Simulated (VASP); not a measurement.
# CuSi16 (a cell with a defect) in VASP: further runs, part 2 of 2

VASP 6.6.1. The steps go on from the part before.

### 4 Single point, PBE+D3(BJ), collinear spin, zero start

INCAR reads:

```
SYSTEM = CuSi16
PREC = Accurate
ENCUT = 520
EDIFF = 1E-6
ISMEAR = -1
SIGMA = 0.02
LREAL = Auto
LASPH = .True.
NELM = 150
ALGO = Normal
ISIF = 2
LWAVE = .False.
LCHARG = .False.
ISPIN = 2
MAGMOM = 0 0 0 0 0 0 0 0 0 0 0 0 0 0 0 0 0
LORBIT = 11
LMAXMIX = 4
GGA = PE
IVDW = 12
NBANDS = 56
```

KPOINTS reads:

```
regular mesh
0
Gamma
  2 2 2
  0 0 0
```

POSCAR reads:

```
CuSi16
1.0
    0.0000000000      5.4300000000      5.4300000000
    5.4300000000      0.0000000000      5.4300000000
    5.4300000000      5.4300000000      0.0000000000
Si Cu
16 1
Direct
   -0.0235174954     -0.0235359116      0.0129650092
    0.1328729282      0.1035359116      0.1089134438
    0.0467955801     -0.0344567219      0.4902394107
    0.1368416206      0.1182044199      0.6254419890
    0.0422467772      0.4735174954      0.0208655617
    0.1553867403      0.6129558011      0.1522928177
    0.0162338858      0.4962338858      0.5197697974
    0.1951933702      0.6036279926      0.6303130755
    0.4972099448     -0.0249815838     -0.0133609576
    0.5930570902      0.1087108656      0.1321731123
    0.5359300184     -0.0405893186      0.4882504604
    0.6544751381      0.0913259669      0.6231675875
    0.5075598527      0.4716666667      0.0326243094
    0.6694567219      0.5984622468      0.1029005525
    0.5546500921      0.4697513812      0.4997329650
    0.6452854512      0.6141068140      0.6424493554
    0.8833609576      0.8367863720      0.8946316759
```

Potentials or basis: VASP PAW PBE potentials, release 64 (Si, Cu).

Command:

```sh
$ cat potpaw_PBE.64/Si/POTCAR potpaw_PBE.64/Cu/POTCAR > POTCAR
$ mpirun -np 1 vasp_std > vasp.out
```

OUTCAR:

```text
SYSTEM = CuSi16
   PREC = Accurate
   ENCUT = 520
   EDIFF = 1E-6
   ISMEAR = -1
   LREAL = Auto
   LASPH = .True.
   NELM = 150
   ISIF = 2
   ISPIN = 2
   LORBIT = 11
   GGA = PE
   IVDW = 12
 IVDW          = 12

 ion  position               nearest neighbor table
   1  0.976  0.976  0.013-  17 2.21   6 2.34   2 2.39  10 2.40   4 2.45
   2  0.133  0.104  0.109-   9 2.29   5 2.36   1 2.39   3 2.41
   3  0.047  0.966  0.490-   8 2.29   4 2.38   2 2.41  12 2.46  17 2.54
   4  0.137  0.118  0.625-   7 2.38   3 2.38   1 2.45  11 2.51  17 2.91
   5  0.042  0.474  0.021-  17 2.30  14 2.36   2 2.36   6 2.41   8 2.45
   6  0.155  0.613  0.152-  13 2.22   7 2.31   1 2.34   5 2.41  17 2.89
   7  0.016  0.496  0.520-   6 2.31  16 2.33   4 2.38   8 2.51
   8  0.195  0.604  0.630-  15 2.26   3 2.29   5 2.45   7 2.51  17 2.75
   9  0.497  0.975  0.987-   2 2.29  12 2.29  10 2.36  14 2.38  17 2.43
  10  0.593  0.109  0.132-  11 2.27  13 2.31   9 2.36   1 2.40  17 2.78
  11  0.536  0.959  0.488-  16 2.18  10 2.27  12 2.42   4 2.51
  12  0.654  0.091  0.623-   9 2.29  15 2.38  11 2.42   3 2.46  17 2.72
  13  0.508  0.472  0.033-   6 2.22  14 2.28  10 2.31  16 2.45
  14  0.669  0.598  0.103-  13 2.28   5 2.36   9 2.38  17 2.46  15 2.49
  15  0.555  0.470  0.500-   8 2.26  16 2.38  12 2.38  14 2.49
  16  0.645  0.614  0.642-  11 2.18   7 2.33  15 2.38  13 2.45
  17  0.883  0.837  0.895-   1 2.21   5 2.30   9 2.43  14 2.46   3 2.54  12 2.72   8 2.75  10 2.78
                             6 2.89   4 2.91

  LATTYP: Found a face centered cubic cell.
 ALAT       =    10.8600000000

  Lattice vectors:

 A1 = (   0.0000000000,   5.4300000000,   5.4300000000)
 A2 = (   5.4300000000,   0.0000000000,   5.4300000000)
 A3 = (   5.4300000000,   5.4300000000,   0.0000000000)

Analysis of symmetry for initial positions (statically):
=====================================================================
 Subroutine PRICEL returns:
 Original cell was already a primitive cell.

 Routine SETGRP: Setting up the symmetry group for a
 face centered cubic supercell.

[... 619 lines left out ...]
 Fermi energy:         6.8091939660

 spin component 2

 k-point     1 :       0.0000    0.0000    0.0000
  band No.  band energies     occupation
      1      -5.9665      1.00000
      2      -3.6485      1.00000
      3      -3.5983      1.00000
      4      -3.5845      1.00000
      5      -3.4036      1.00000
      6      -2.0561      1.00000
[... 405 lines left out ...]
     48      10.3130      0.00000
     49      10.4958      0.00000
 [bands above 49 left out]

------------------------ aborting loop because EDIFF is reached ----------------------------------------

 Edisp (eV)   -5.67244

 E8    (eV) :    -2.3517

  FORCE on cell =-STRESS in cart. coord.  units (eV):
  Direction    XX          YY          ZZ          XY          YZ          ZX
  --------------------------------------------------------------------------------------
  -------------------------------------------------------------------------------------
  Total       2.92576     2.78785     2.65545    -5.48453    -1.65354     1.42894
  in kB      14.63929    13.94925    13.28678   -27.44232    -8.27363     7.14981
  external pressure =       13.96 kB  Pullay stress =        0.00 kB

 VOLUME and BASIS-vectors are now :
 -----------------------------------------------------------------------------
  energy-cutoff  :      520.00
  volume of cell :      320.21
      direct lattice vectors                 reciprocal lattice vectors
     0.000000000  5.430000000  5.430000000    -0.092081031  0.092081031  0.092081031
     5.430000000  0.000000000  5.430000000     0.092081031 -0.092081031  0.092081031
     5.430000000  5.430000000  0.000000000     0.092081031  0.092081031 -0.092081031

 POSITION                                       TOTAL-FORCE (eV/Angst)
 -----------------------------------------------------------------------------------
      5.37260      5.37270     10.60450         0.894843      0.478001      1.750665
      1.15360      1.31290      1.28370         0.590119     -0.297041     -0.592372
      7.90490      2.91610      5.49700         0.679049     -0.849445      0.452025
      4.03800      4.13920      1.38490        -0.580286      0.532699      0.174216
      2.68450      0.34270      2.80060        -1.008788      0.475074      0.131495
      4.15530      1.67070      4.17210         0.525230     -1.228646     -1.222012
[... 9 lines left out ...]
      6.82310      6.99240      6.83850        -1.005951      1.071050     -1.518652
      9.40160      9.65450      9.34040        -0.576456     -1.021496     -0.147246
 -----------------------------------------------------------------------------------
    total drift:                               -0.003620      0.005250      0.002343

  FREE ENERGIE OF THE ION-ELECTRON SYSTEM (eV)
  ---------------------------------------------------
  free  energy   TOTEN  =       -91.6673940817 eV

  energy  without entropy=      -91.6590978830  energy(sigma->0) =      -91.66324598

 total charge

# of ion       s       p       d       tot
------------------------------------------
    1        0.734   0.962   0.000   1.695
    2        0.769   0.905   0.000   1.674
    3        0.738   0.938   0.000   1.676
    4        0.752   0.891   0.000   1.643
    5        0.740   0.936   0.000   1.676
    6        0.748   0.967   0.000   1.715
[... 9 lines left out ...]
   16        0.744   0.969   0.000   1.712
   17        0.474   0.430   9.234  10.139
--------------------------------------------------
tot         12.397  15.526   9.234  37.157

 magnetization (x)

# of ion       s       p       d       tot
------------------------------------------
    1       -0.000   0.000   0.000  -0.000
    2        0.000  -0.000   0.000  -0.000
    3        0.000   0.000   0.000   0.000
    4        0.000  -0.000   0.000   0.000
    5        0.000   0.000   0.000   0.000
    6       -0.000  -0.000   0.000  -0.000
[... 9 lines left out ...]
   16        0.000   0.000   0.000   0.000
   17        0.000   0.000   0.000   0.000
--------------------------------------------------
tot          0.000   0.000   0.000   0.000
```

stdout:

```text
POSCAR found type information on POSCAR SiCu
 POSCAR found :  2 types and      17 ions
 scaLAPACK will be used
 LDA part: xc-table for (Slater+PW92), standard interpolation
 POSCAR, INCAR and KPOINTS ok, starting setup
 FFT: planning ... GRIDC
 FFT: planning ... GRID_SOFT
 FFT: planning ... GRID
 WAVECAR not read
 entering main loop
```

Wall time 8.4 min (1 thread of Intel Xeon 6975P-C (Granite Rapids), shared host); peak memory 0.72 GiB.

What came out:

```yaml
Free_energy: -91.6674 eV
Pressure: 1.4 GPa
Largest_force: 2.759 eV/Å
Net_moment: 0.00 μB per cell
Valence_electrons_inside_the_program's_atomic_spheres: Si 1.70, 1.67, 1.68, 1.64, 1.72, 1.71, 1.73 (each value once); Cu 10.14
Dispersion_energy_per_atom: -0.334 eV
```

Forces on the atoms (eV/Å):
```
Si   0.895  0.478  1.751
Si   0.590 -0.297 -0.592
Si   0.679 -0.849  0.452
Si  -0.580  0.533  0.174
Si  -1.009  0.475  0.131
Si   0.525 -1.229 -1.222
Si   0.247  1.230  0.304
Si   0.053 -0.697 -1.843
Si   0.017  0.403 -0.308
Si  -0.797  0.374  0.411
Si   2.609 -0.879  0.174
Si  -0.851 -0.508  0.711
Si  -1.415 -0.350  1.279
Si   1.452  1.105 -0.581
Si  -0.834  0.161  0.824
Si  -1.006  1.071 -1.519
Cu  -0.576 -1.021 -0.147
```

Levels at points of the mesh, in eV from the Fermi level:
Spin up:
```tsv
k point	band 35	band 36	band 37	band 38	band 39	band 40
(0.00, 0.00, 0.00)	-0.96	-0.65	-0.44	-0.33	-0.07	-0.01
(0.50, 0.00, 0.00)	-1.32	-1.09	-0.91	0.05	0.35	0.74
(0.00, 0.50, 0.00)	-1.14	-1.02	-0.86	0.08	0.43	0.77
(0.00, 0.00, 0.50)	-1.32	-1.18	-0.91	-0.18	0.57	0.65
(0.50, 0.50, 0.50)	-1.24	-1.13	-0.92	0.02	0.27	0.69
(0.50, 0.50, 0.00)	-1.79	-1.55	-1.37	0.19	0.59	1.28
(0.00, 0.50, 0.50)	-1.81	-1.62	-1.27	0.23	0.57	1.14
(0.50, 0.00, 0.50)	-1.80	-1.68	-1.25	0.16	0.54	1.29
```
Spin down:
```tsv
k point	band 33	band 34	band 35	band 36	band 37	band 38	band 39	band 40	band 41	band 42
(0.00, 0.00, 0.00)	-1.38	-1.30	-0.96	-0.65	-0.44	-0.33	-0.07	-0.01	0.18	0.26
(0.50, 0.00, 0.00)	-2.27	-1.48	-1.32	-1.09	-0.91	0.05	0.35	0.74	0.87	0.96
(0.00, 0.50, 0.00)	-2.27	-1.54	-1.14	-1.02	-0.86	0.08	0.43	0.77	0.87	0.92
(0.00, 0.00, 0.50)	-2.36	-1.57	-1.32	-1.18	-0.91	-0.18	0.57	0.65	0.84	0.96
(0.50, 0.50, 0.50)	-2.39	-1.46	-1.24	-1.13	-0.92	0.02	0.27	0.69	0.76	0.99
(0.50, 0.50, 0.00)	-2.15	-1.97	-1.79	-1.55	-1.37	0.19	0.59	1.28	1.47	1.49
(0.00, 0.50, 0.50)	-2.17	-1.93	-1.81	-1.62	-1.27	0.23	0.57	1.14	1.50	1.55
(0.50, 0.00, 0.50)	-2.23	-1.89	-1.80	-1.68	-1.25	0.16	0.54	1.29	1.46	1.50
```

Caveat: the k points lie up to 0.50 Å⁻¹ apart; no moment was typed at the start, so none could form.

### 5 Overview

| cell | gap on the mesh (eV) | pressure (GPa) | moment (μB) | largest force (eV/Å) |
| --- | --- | --- | --- | --- |
| as given, atomic positions A | none | 0.6 | 0.00 | 1.92 |
| as given, atomic positions B | none | 1.6 | 0.00 | 2.78 |
| as given, atomic positions C | none | 1.4 | 0.00 | 2.76 |

Alike in all rows: task single point; level PBE+D3(BJ); potentials or basis VASP PAW PBE potentials, release 64 (Si, Cu); spin collinear, zero start; k mesh 2 × 2 × 2; cutoff (eV) 520; smearing fermi-dirac 0.02 eV.

Caveats: all runs use coarse meshes; no moment was typed at the start, so none could form.

Total energies depend on the potentials used, so only differences within one code and one set of settings carry meaning.
